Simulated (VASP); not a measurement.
A run of VASP 6.6.1:

File INCAR:

```
  ALGO = Normal
  EDIFF = 1E-6
  ENCUT = 520
  GGA = PE
  ISIF = 2
  ISMEAR = 0
  LASPH = True
  LCHARG = True
  LELF = True
  LREAL = False
  LVHAR = True
  LWAVE = False
  NBANDS = 17
  NELM = 80
  PREC = Accurate
  SIGMA = 0.03
```

File KPOINTS:

```
k-points
0
Gamma
  10 10 10
```

POSCAR

```
SnTe
1.0
    0.0000000000      3.2354125000      3.0775875000
    3.2354125000      0.0000000000      3.0775875000
    3.2354125000      3.2354125000      0.0000000000
Sn Te
1 1
Direct
    0.0000000000      0.0000000000      0.0000000000
    0.5000000000      0.5000000000      0.5000000000
```

Potentials or basis: VASP PAW PBE potentials, release 64 (Sn_d, Te).

The run is started by

```console
$ cat potpaw_PBE.64/Sn_d/POTCAR potpaw_PBE.64/Te/POTCAR > POTCAR
$ mpirun -np 1 vasp_std > vasp.out
```

Hardware: 1 thread of Intel(R) Xeon(R) 6975P-C (Granite Rapids) (shared host).

Problem. Estimate the wall time of this run.

Solution. Run time: 48 s on 1 thread of Intel(R) Xeon(R) 6975P-C (Granite Rapids) (shared host), peak memory 0.27 GiB. Counts: scf iterations 12, k points 102.
